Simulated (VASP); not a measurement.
# SiC (Pnma) in VASP: a series of runs

The runs below take SiC through single point, relaxation of cell and atoms, with PBE.

Everything below comes from runs of VASP 6.6.1. Logs are shortened: lines on timing, memory, paths and dates and some standing lists are left out, and cuts for length are marked.

## (1) The cell of the first run

Symmetry: Pnma, No. 62, orthorhombic system. Conventional cell: a = 5.874 Å, b = 3.141 Å, c = 5.197 Å, α = 90.00°, β = 90.00°, γ = 90.00°. Within 2.4 Å of Si (site symmetry m) lie 4 C at 1.84 to 1.95 Å. C (site symmetry m) has 4 Si at 1.84 to 1.95 Å within 2.4 Å.

## (2) Single point, PBE

INCAR reads:

```
  PREC = Accurate
  ENCUT = 520
  EDIFF = 1E-6
  ISMEAR = 0
  SIGMA = 0.02
  LREAL = False
  LASPH = True
  NELM = 100
  ALGO = Normal
  ISIF = 2
  LWAVE = False
  LCHARG = False
  GGA = PE
  NBANDS = 26
```

KPOINTS reads:

```
regular mesh
0
Gamma
  4 8 6
```

POSCAR reads:

```
SiC
1.0
    5.8742940948      0.0000000000      0.0000000000
    0.0000000000      3.1410361637      0.0000000000
    0.0000000000      0.0000000000      5.1972484462
Si C
4 4
Direct
    0.8408898069      0.7500000000      0.4048437216
    0.6591101931      0.2500000000      0.9048437216
    0.3408898069      0.7500000000      0.0951562784
    0.1591101931      0.2500000000      0.5951562784
    0.8264912187      0.2500000000      0.6056114900
    0.6735087813      0.7500000000      0.1056114900
    0.3264912187      0.2500000000      0.8943885100
    0.1735087813      0.7500000000      0.3943885100
```

Potentials or basis: VASP PAW PBE potentials, release 64 (Si, C).

On the command line:

```bash
$ cat potpaw_PBE.64/Si/POTCAR potpaw_PBE.64/C/POTCAR > POTCAR
$ mpirun -np 1 vasp_std > vasp.out
```

OUTCAR:

```text
PREC = Accurate
   ENCUT = 520
   EDIFF = 1E-6
   ISMEAR = 0
   LREAL = False
   LASPH = True
   NELM = 100
   ISIF = 2
   GGA = PE

 ion  position               nearest neighbor table
   1  0.841  0.750  0.405-   6 1.84   5 1.89   5 1.89   8 1.95   4 2.63   4 2.63
   2  0.659  0.250  0.905-   5 1.84   6 1.89   6 1.89   7 1.95   3 2.63   3 2.63
   3  0.341  0.750  0.095-   8 1.84   7 1.89   7 1.89   6 1.95   2 2.63   2 2.63
   4  0.159  0.250  0.595-   7 1.84   8 1.89   8 1.89   5 1.95   1 2.63   1 2.63
   5  0.826  0.250  0.606-   2 1.84   1 1.89   1 1.89   4 1.95
   6  0.674  0.750  0.106-   1 1.84   2 1.89   2 1.89   3 1.95
   7  0.326  0.250  0.894-   4 1.84   3 1.89   3 1.89   2 1.95
   8  0.174  0.750  0.394-   3 1.84   4 1.89   4 1.89   1 1.95

  LATTYP: Found a simple orthorhombic cell.
 ALAT       =     3.1410361637
 B/A-ratio  =     1.6546286561
 C/A-ratio  =     1.8701771609

  Lattice vectors:

 A1 = (   0.0000000000,   3.1410361637,   0.0000000000)
 A2 = (   0.0000000000,   0.0000000000,   5.1972484462)
 A3 = (   5.8742940948,   0.0000000000,   0.0000000000)

Analysis of symmetry for initial positions (statically):
=====================================================================
 Subroutine PRICEL returns:
 Original cell was already a primitive cell.

 Routine SETGRP: Setting up the symmetry group for a
 simple orthorhombic supercell.

 Subroutine GETGRP returns: Found  8 space group operations
 (whereof  2 operations were pure point group operations)
 out of a pool of  8 trial point group operations.

The static configuration has the point symmetry S_2 .
 The point group associated with its full space group is D_2h.

Analysis of symmetry for dynamics (positions and initial velocities):
=====================================================================
 Subroutine PRICEL returns:
 Original cell was already a primitive cell.

 Routine SETGRP: Setting up the symmetry group for a
 simple orthorhombic supercell.

 Subroutine GETGRP returns: Found  8 space group operations
 (whereof  2 operations were pure point group operations)
 out of a pool of  8 trial point group operations.

The dynamic configuration has the point symmetry S_2 .
 The point group associated with its full space group is D_2h.

 Subroutine INISYM returns: Found  8 space group operations
 (whereof  2 operations are pure point group operations),
 and found     1 'primitive' translations

----------------------------------------------------------------------------------------

                                     Primitive cell

  volume of cell :      95.8964

  direct lattice vectors                    reciprocal lattice vectors
     5.874294095  0.000000000  0.000000000     0.170233220  0.000000000  0.000000000
     0.000000000  3.141036164  0.000000000     0.000000000  0.318366280  0.000000000
     0.000000000  0.000000000  5.197248446     0.000000000  0.000000000  0.192409505

  length of vectors
     5.874294095  3.141036164  5.197248446     0.170233220  0.318366280  0.192409505

  position of ions in fractional coordinates (direct lattice)
     0.840889807  0.750000000  0.404843722
     0.659110193  0.250000000  0.904843722
     0.340889807  0.750000000  0.095156278
     0.159110193  0.250000000  0.595156278
     0.826491219  0.250000000  0.605611490
     0.673508781  0.750000000  0.105611490
     0.326491219  0.250000000  0.894388510
     0.173508781  0.750000000  0.394388510

  ion indices of the primitive-cell ions
   primitive index   ion index
                 1           1
                 2           2
                 3           3
                 4           4
                 5           5
                 6           6
                 7           7
                 8           8

----------------------------------------------------------------------------------------

 KPOINTS: regular mesh

Automatic generation of k-mesh.
 Grid dimensions read from file:
 generate k-points for:    4    8    6

 Generating k-lattice:

  Cartesian coordinates                     Fractional coordinates (reciprocal lattice)
     0.042558305  0.000000000  0.000000000     0.250000000  0.000000000  0.000000000
     0.000000000  0.039795785  0.000000000     0.000000000  0.125000000  0.000000000
     0.000000000  0.000000000  0.032068251     0.000000000  0.000000000  0.166666667

  Length of vectors
     0.042558305  0.039795785  0.032068251

  Shift w.r.t. Gamma in fractional coordinates (k-lattice)
     0.000000000  0.000000000  0.000000000

 Subroutine IBZKPT returns following result:
 ===========================================

 Found     60 irreducible k-points:

 Following reciprocal coordinates:
            Coordinates               Weight
  0.000000  0.000000  0.000000      1.000000
  0.250000  0.000000  0.000000      2.000000
  0.500000  0.000000  0.000000      1.000000
  0.000000  0.125000  0.000000      2.000000
  0.250000  0.125000  0.000000      4.000000
  0.500000  0.125000  0.000000      2.000000
[... 16 lines left out ...]
  0.250000  0.250000  0.166667      8.000000
  0.500000  0.250000  0.166667      4.000000
 [... further k-points ...]
   k-points           NKPTS =     60   k-points in BZ     NKDIM =     60   number of bands    NBANDS=     26
   number of dos      NEDOS =    301   number of ions     NIONS =      8
   total plane-waves  NPLWV =  46080
   dimension x,y,z NGX =    48 NGY =   24 NGZ =   40
   dimension x,y,z NGXF=    96 NGYF=   48 NGZF=   80
   ions per type =               4   4
   NGX,Y,Z   is equivalent  to a cutoff of  13.58, 12.70, 12.79 a.u.
   NGXF,Y,Z  is equivalent  to a cutoff of  27.17, 25.41, 25.59 a.u.
 SYSTEM =  unknown system
   PREC   = accura    normal or accurate (medium, high low for compatibility)
   ISTART =      0    job   : 0-new  1-cont  2-samecut
   ICHARG =      2    charge: 1-file 2-atom 10-const
   ISPIN  =      1    spin polarized calculation?
   LNONCOLLINEAR =      F non collinear calculations
   LSORBIT =      F    spin-orbit coupling
   LASPH  =      T    aspherical Exc in radial PAW
   ENCUT  =  520.0 eV  38.22 Ry    6.18 a.u.  10.92  5.84  9.66*2*pi/ulx,y,z
   NELM   =    100;   NELMIN=  2; NELMDL= -5     # of ELM steps
   EDIFF  = 0.1E-05   stopping-criterion for ELM
   LREAL  =      F    real-space projection
   EDIFFG = 0.1E-04   stopping-criterion for IOM
   NSW    =      0    number of steps for IOM
   IBRION =     -1    ionic relax: 0-MD 1-quasi-New 2-CG
   NFREE  =      0    steps in history (QN), initial steepest desc. (CG)
   ISIF   =      2    stress and relaxation
   ISYM   =      2    0-nonsym 1-usesym 2-fastsym
   POTIM  = 0.5000    time-step for ionic-motion
   TEBEG  =    0.0;   TEEND  =   0.0 temperature during run
   PSTRESS=    0.0 pullay stress
   NELECT =      32.0000    total number of electrons
   NUPDOWN=      -1.0000    fix difference up-down
   EMIN   =  10.00;   EMAX   =-10.00  energy-range for DOS
   EFERMI =   0.00;   METHOD = LEGACY
   ISMEAR =     0;   SIGMA  =   0.02  broadening in eV -4-tet -1-fermi 0-gaus
   EFERMI_NEDOS =   21; number of points for ismear=-14 and -15
   IALGO  =     38    algorithm
   IMIX   =      4    mixing-type and parameters
     AMIX     =   0.40;   BMIX     =  1.00
     AMIX_MAG =   1.60;   BMIX_MAG =  1.00
  volume/ion in A,a.u.               =      11.99        80.89
  Fermi-wavevector in a.u.,A,eV,Ry     =   1.135510  2.145802 17.543106  1.289382
  Thomas-Fermi vector in A             =   2.272214
   LORBIT       =      0    0 simple, 1 ext, 2 COOP (PROOUT), +10 PAW based schemes
   GGA     = PE    functional components
   LHFCALC =     F    Hartree Fock is set to
   AEXX    =    0.0000 exact exchange contribution
   IVDW    =     0    specifies the selected vdW correction
   LEPSILON=     F    determine dielectric tensor
   LRPA    =     F    only Hartree local field effects (RPA)
 non-spin polarized calculation
 Gauss-broadening in eV      SIGMA  =   0.02
  energy-cutoff  :      520.00
  volume of cell :       95.90
 maximum number of plane-waves:      2608
 NGX is ok and might be reduce to    48
   NGX = 21   NGY = 11   NGZ = 19

 number of electron      31.9999999 magnetization

 Free energy of the ion-electron system (eV)
  ---------------------------------------------------
  ext. energy  EPLUGINS =         0.00000000
  ---------------------------------------------------
  free energy    TOTEN  =       -58.74598710 eV

  energy without entropy =      -58.74598710  energy(sigma->0) =      -58.74598710

 E-fermi :   6.5195     XC(G=0): -10.4025

 val. band max:        6.3927654447   @ k =   0.0000   0.0000   0.0000
 cond. band min:       8.9321973816   @ k =   0.5000   0.0000   0.5000
 fundamental gap:      2.5394319369
 Fermi energy:         6.5195265320

 k-point     1 :       0.0000    0.0000    0.0000
  band No.  band energies     occupation
      1      -8.7983      2.00000
      2      -6.7622      2.00000
      3      -5.6569      2.00000
      4      -3.8342      2.00000
      5      -0.7993      2.00000
      6      -0.6334      2.00000
[... 18 lines left out ...]
     25      13.8690      0.00000
     26      13.9765      0.00000

 k-point     2 :       0.2500    0.0000    0.0000
  band No.  band energies     occupation
      1      -8.6200      2.00000
      2      -7.3495      2.00000
      3      -5.0413      2.00000
      4      -3.8716      2.00000
      5      -1.3084      2.00000
      6      -1.0474      2.00000
[... 18 lines left out ...]
     25      13.6478      0.00000
     26      13.9246      0.00000

 k-point     3 :       0.5000    0.0000    0.0000
  band No.  band energies     occupation
      1      -8.1077      2.00000
      2      -8.1077      2.00000
      3      -4.2459      2.00000
      4      -4.2459      2.00000
      5      -1.5351      2.00000
      6      -1.5351      2.00000
[... 572 lines left out ...]
 k-point    23 :       0.2500    0.2500    0.1667
  band No.  band energies     occupation
      1      -7.7657      2.00000
      2      -6.6481      2.00000
      3      -4.6367      2.00000
      4      -3.8905      2.00000
      5      -1.2575      2.00000
      6      -0.2154      2.00000
[... 18 lines left out ...]
     25      14.0879      0.00000
     26      14.6245      0.00000

 k-point    24 :       0.5000    0.2500    0.1667
  band No.  band energies     occupation
      1      -7.2953      2.00000
      2      -7.2953      2.00000
      3      -4.1706      2.00000
      4      -4.1706      2.00000
      5      -0.9952      2.00000
      6      -0.9952      2.00000
[... 18 lines left out ...]
     25      14.4465      0.00000
     26      14.4465      0.00000

 [... further k-points ...]
[... 5 lines left out ...]
  --------------------------------------------------------------------------------------
  -------------------------------------------------------------------------------------
  Total       -0.0314149     -0.0316358     -0.0541956      0.0000000      0.0000000      0.0000000
  in kB       -0.5248610     -0.5285518     -0.9054665      0.0000000      0.0000000      0.0000000
  external PRESSURE =      -0.6529598 kB  Pullay stress =       0.0000000 kB

 VOLUME and BASIS-vectors are now :
 -----------------------------------------------------------------------------
  energy-cutoff  :      520.00
  volume of cell :       95.90
      direct lattice vectors                 reciprocal lattice vectors
     5.874294095  0.000000000  0.000000000     0.170233220  0.000000000  0.000000000
     0.000000000  3.141036164  0.000000000     0.000000000  0.318366280  0.000000000
     0.000000000  0.000000000  5.197248446     0.000000000  0.000000000  0.192409505

 POSITION                                       TOTAL-FORCE (eV/Angst)
 -----------------------------------------------------------------------------------
      4.93963      2.35578      2.10407         0.003163      0.000000     -0.000460
      3.87181      0.78526      4.70270        -0.003163     -0.000000     -0.000460
      2.00249      2.35578      0.49455         0.003163     -0.000000      0.000460
      0.93466      0.78526      3.09318        -0.003163      0.000000      0.000460
      4.85505      0.78526      3.14751        -0.006857     -0.000000      0.006226
      3.95639      2.35578      0.54889         0.006857     -0.000000      0.006226
      1.91791      0.78526      4.64836        -0.006857     -0.000000     -0.006226
      1.01924      2.35578      2.04974         0.006857     -0.000000     -0.006226
 -----------------------------------------------------------------------------------
    total drift:                                0.000000      0.000000      0.000000

  FREE ENERGIE OF THE ION-ELECTRON SYSTEM (eV)
  ---------------------------------------------------
  free  energy   TOTEN  =       -58.7459871007 eV

  energy  without entropy=      -58.7459871007  energy(sigma->0) =      -58.74598710
```

It took 58 s on 1 thread of AMD EPYC 9R45 (Zen 5), shared host; peak memory 0.23 GiB.

What came out:

- Free energy: -58.7460 eV
- Pressure: -0.1 GPa
- Largest force: 0.009 eV/Å
- Band gap on the k mesh: 2.54 eV, indirect (least direct gap 3.05 eV)

Forces on the atoms (eV/Å):
```
Si   0.003  0.000  0.000
Si  -0.003  0.000  0.000
Si   0.003  0.000  0.000
Si  -0.003  0.000  0.000
C   -0.007  0.000  0.006
C    0.007  0.000  0.006
C   -0.007  0.000 -0.006
C    0.007  0.000 -0.006
```

A k mesh can miss the band edges.

## (3) Relaxation of cell and atoms, PBE

INCAR reads:

```
SYSTEM = SiC
PREC = Accurate
ENCUT = 600
EDIFF = 1E-7
ISMEAR = 0
SIGMA = 0.02
LREAL = .FALSE.
LASPH = .TRUE.
NELM = 100
ALGO = Normal
ISIF = 3
LWAVE = .FALSE.
LCHARG = .FALSE.
GGA = PE
IBRION = 2
NSW = 100
EDIFFG = -0.01
```

KPOINTS reads:

```
Automatic mesh
0
G
  4 8 6
  0 0 0
```

POSCAR reads:

```
SiC
1.0
    5.8646557340      0.0000000000      0.0000000000
    0.0000000000      3.1416113981      0.0000000000
    0.0000000000      0.0000000000      5.2011658373
Si C
4 4
Direct
    0.8409589863      0.7500000000      0.4046097889
    0.6590410137      0.2500000000      0.9046097889
    0.3409589863      0.7500000000      0.0953902111
    0.1590410137      0.2500000000      0.5953902111
    0.8260414923      0.2500000000      0.6051123257
    0.6739585077      0.7500000000      0.1051123257
    0.3260414923      0.2500000000      0.8948876743
    0.1739585077      0.7500000000      0.3948876743
```

Potentials or basis: VASP PAW PBE potentials, release 64 (Si, C).

On the command line:

```bash
$ cat potpaw_PBE.64/Si/POTCAR potpaw_PBE.64/C/POTCAR > POTCAR
$ mpirun -np 1 vasp_std > vasp.out
```

It took 2.6 min on 1 thread of AMD EPYC 9R45 (Zen 5), shared host; peak memory 0.26 GiB.

The run converged. Its results:

- Free energy: -58.7511 eV
- Relaxed volume: 11.97 Å³/atom
- Relaxed cell: a = 5.865 Å, b = 3.140 Å, c = 5.199 Å, α = 90.00°, β = 90.00°, γ = 90.00°
- Space group after relaxing (to 0.05 Å): Pnma (No. 62)
- Energy gained by relaxing: 0.0 meV/atom
- Ionic steps: 3
- Pressure after relaxing: 0.0 GPa
- Largest force after relaxing: 0.006 eV/Å
- Band gap on the k mesh: 2.55 eV, indirect (least direct gap 3.06 eV)

Forces in eV/Å, atoms in the order of the input:
```
Si   0.003  0.000  0.005
Si  -0.003  0.000  0.005
Si   0.003  0.000 -0.005
Si  -0.003  0.000 -0.005
C    0.005  0.000 -0.001
C   -0.005  0.000 -0.001
C    0.005  0.000  0.001
C   -0.005  0.000  0.001
```

Final structure:
```cif
data_structure
_symmetry_space_group_name_H-M 'P 1'
_symmetry_Int_Tables_number 1
_cell_length_a 5.8653
_cell_length_b 3.1404
_cell_length_c 5.1985
_cell_angle_alpha 90.000
_cell_angle_beta 90.000
_cell_angle_gamma 90.000
_cell_volume 95.75
loop_
_atom_site_label
_atom_site_type_symbol
_atom_site_fract_x
_atom_site_fract_y
_atom_site_fract_z
_atom_site_occupancy
Si1 Si 0.84090 0.75000 0.40459 1
Si2 Si 0.65910 0.25000 0.90459 1
Si3 Si 0.34090 0.75000 0.09541 1
Si4 Si 0.15910 0.25000 0.59541 1
C1 C 0.82599 0.25000 0.60516 1
C2 C 0.67401 0.75000 0.10516 1
C3 C 0.32599 0.25000 0.89484 1
C4 C 0.17401 0.75000 0.39484 1
```

Levels at points of the mesh, in eV from the valence-band top:
```tsv
k point	band 12	band 13	band 14	band 15	band 16	band 17	band 18	band 19	band 20	band 21
(0.00, 0.00, 0.00)	-1.35	-0.95	-0.50	-0.15	0.00	3.06	4.51	4.94	5.05	5.22
(0.50, 0.00, 0.00)	-2.36	-1.25	-1.25	-0.47	-0.47	3.22	3.22	4.62	4.62	6.29
(0.00, 0.50, 0.00)	-3.26	-3.00	-3.00	-1.85	-1.85	2.78	2.78	5.63	5.63	7.53
(0.50, 0.50, 0.00)	-4.24	-1.88	-1.88	-1.88	-1.88	4.31	4.31	4.31	4.31	6.09
(0.00, 0.00, 0.50)	-2.67	-1.47	-1.47	-0.73	-0.73	3.37	3.37	5.39	5.39	6.03
(0.50, 0.00, 0.50)	-2.37	-0.90	-0.90	-0.84	-0.84	2.55	2.55	5.37	5.37	5.92
(0.00, 0.50, 0.50)	-4.19	-1.42	-1.42	-0.49	-0.49	4.03	4.03	4.66	4.66	5.70
(0.50, 0.50, 0.50)	-3.01	-2.11	-2.11	-2.11	-2.11	4.35	4.35	4.35	4.35	5.84
```

A k mesh can miss the band edges.

(Part 1 of 2 ends here.)
